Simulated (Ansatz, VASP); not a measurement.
One calculation of CrPb7S8, two programs

The input INCAR:

```
PREC = Accurate
ENCUT = 520
EDIFF = 1E-7
ISMEAR = 0
SIGMA = 0.05
LREAL = Auto
LASPH = T
NELM = 150
ALGO = Normal
ISIF = 2
LWAVE = F
LCHARG = F
LMAXMIX = 4
LDAU = T
LDAUTYPE = 2
LDAUL = 2 -1 -1
LDAUU = 3 0 0
LDAUJ = 0 0 0
LDAUPRINT = 1
GGA = PS
NBANDS = 93
```

The input KPOINTS:

```
regular mesh
0
Gamma
  3 3 3
```

POSCAR

```
CrPb7S8
1.0
    0.0000000000      5.9237000000      5.9237000000
    5.9237000000      0.0000000000      5.9237000000
    5.9237000000      5.9237000000      0.0000000000
Cr Pb S
1 7 8
Direct
    0.0000000000      0.0000000000      1.0000000000
    0.0000000000      0.0000000000      0.5000000000
    0.0000000000      0.5000000000      0.0000000000
    0.0000000000      0.5000000000      0.5000000000
    0.5000000000      0.0000000000      0.0000000000
    0.5000000000      0.0000000000      0.5000000000
    0.5000000000      0.5000000000      0.0000000000
    0.5000000000      0.5000000000      0.5000000000
    0.2500000000      0.2500000000      0.2500000000
    0.2368516804      0.2368516804      0.7631483196
    0.2368516804      0.7631483196      0.2368516804
    0.2368516804      0.7631483196      0.7631483196
    0.7631483196      0.2368516804      0.2368516804
    0.7631483196      0.2368516804      0.7631483196
    0.7631483196      0.7631483196      0.2368516804
    0.7500000000      0.7500000000      0.7500000000
```

Input for Ansatz:

```yaml
crystal:
  lattice:
    - [0.0, 5.9237, 5.9237]
    - [5.9237, 0.0, 5.9237]
    - [5.9237, 5.9237, 0.0]
  atoms:
    - { symbol: Cr, position: [0.0, 0.0, 1.0] }
    - { symbol: Pb, position: [0.0, 0.0, 0.5] }
    - { symbol: Pb, position: [0.0, 0.5, 0.0] }
    - { symbol: Pb, position: [0.0, 0.5, 0.5] }
    - { symbol: Pb, position: [0.5, 0.0, 0.0] }
    - { symbol: Pb, position: [0.5, 0.0, 0.5] }
    - { symbol: Pb, position: [0.5, 0.5, 0.0] }
    - { symbol: Pb, position: [0.5, 0.5, 0.5] }
    - { symbol: S, position: [0.25, 0.25, 0.25] }
    - { symbol: S, position: [0.2368516804, 0.2368516804, 0.7631483196] }
    - { symbol: S, position: [0.2368516804, 0.7631483196, 0.2368516804] }
    - { symbol: S, position: [0.2368516804, 0.7631483196, 0.7631483196] }
    - { symbol: S, position: [0.7631483196, 0.2368516804, 0.2368516804] }
    - { symbol: S, position: [0.7631483196, 0.2368516804, 0.7631483196] }
    - { symbol: S, position: [0.7631483196, 0.7631483196, 0.2368516804] }
    - { symbol: S, position: [0.75, 0.75, 0.75] }
basis:
  ecutwfc: 420
  ecutrho_ratio: 4
kpoints:
  mp_grid: { grid: [3, 3, 3] }
hamiltonian:
  xc: pbesol
  hubbard: { sites: [{ site: 0, l: d, u_eff: 3.0 }] }
scf:
  occupations: { method: gaussian, width: 0.05 }
  lower_state_search: "off"
  max_iter: 150
output:
  forces: true
  stress: true
  eigenvalues: true
  populations: true
  hubbard: { sites: [{ site: 0, l: d }] }
```

Alike in both runs: task single point; functional PBEsol; k mesh 3 × 3 × 3; occupations gaussian, width 0.05 eV; no spin polarisation; Hubbard terms Cr d U = 3.0 eV.

|  | VASP | Ansatz |
| --- | --- | --- |
| version | VASP 6.6.1 | Ansatz 0.2.0 |
| potentials or method | VASP PAW PBE potentials, release 64 (Cr_pv, Pb_d, S), cutoff 520 eV | scalar-relativistic, plane waves, PAW |
| valence electrons in the cell | 158 | 160 |

VASP gave:

- gap on the k mesh at the Fermi level (eV): none
- pressure (GPa): -4.2
- rms of the force components (eV/Å): 0.127

Estimate Ansatz's values.

gap on the k mesh at the Fermi level (eV): none; pressure (GPa): -4.2; rms of the force components (eV/Å): 0.121.

VASP's potentials were made for PBE, not for PBEsol. The programs project onto different local orbitals, so the same U acts differently, and such runs can settle in different states. Atom by atom the forces differ by 0.006 eV/Å (rms over components). A gap of «none» marks a metal or a gap that the smearing closes. VASP's potentials hold 158 valence electrons a cell and Ansatz's 160, so a difference there can come from the potentials and not from the codes. Ansatz's warnings: filled band counts differ across k points.

Spin-orbit coupling is off throughout.
